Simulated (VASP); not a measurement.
TaN:

```
CELL_PARAMETERS angstrom
0.00000 2.21132 2.21132
2.21132 0.00000 2.21132
2.21132 2.21132 0.00000
ATOMIC_POSITIONS crystal
Ta 0.50000 0.50000 0.50000
N 0.00000 0.00000 0.00000
```

| Quantity | Value |
| --- | --- |
| Program | VASP 6.6.1 |
| Task | relaxation of cell and atoms |
| Functional | PBEsol |
| Potentials or basis | VASP PAW PBE potentials, release 64 (Ta_pv, N) |
| Cutoff | 600 eV |
| k mesh | 8 × 8 × 8 |
| Occupations | gaussian, width 0.1 eV |
| Spin | no spin polarisation |

At the start: pressure -9.7 GPa; volume 10.81 Å³/atom.

Q: How do energy, volume and symmetry change on relaxing?

A: Over 3 steps the energy falls by 9.7 meV/atom and the volume is 10.51 Å³/atom (-2.8 %); space group Fm-3m (No. 225, to 0.1 Å) before and after.

The path:
| step | energy change (eV) | largest force (eV/Å) | pressure (GPa) | volume (Å³) |
| --- | --- | --- | --- | --- |
| 1 | 0.0000 | 0.0000 | -9.72 | 21.63 |
| 2 | 0.0933 | 0.0000 | 28.05 | 19.64 |
| 3 | -0.0194 | 0.0000 | -0.24 | 21.02 |

Final structure:
```
Ta N
1.0
     0.00000    2.19050    2.19050
     2.19050    0.00000    2.19050
     2.19050    2.19050    0.00000
Ta N
1 1
Cartesian
  2.1905 2.1905 2.1905
  0.0000 0.0000 0.0000
```

Caveat: the highest band is partly filled, so the run has too few bands; the PAW data sets were made with another functional, which shifts forces and pressure a little.
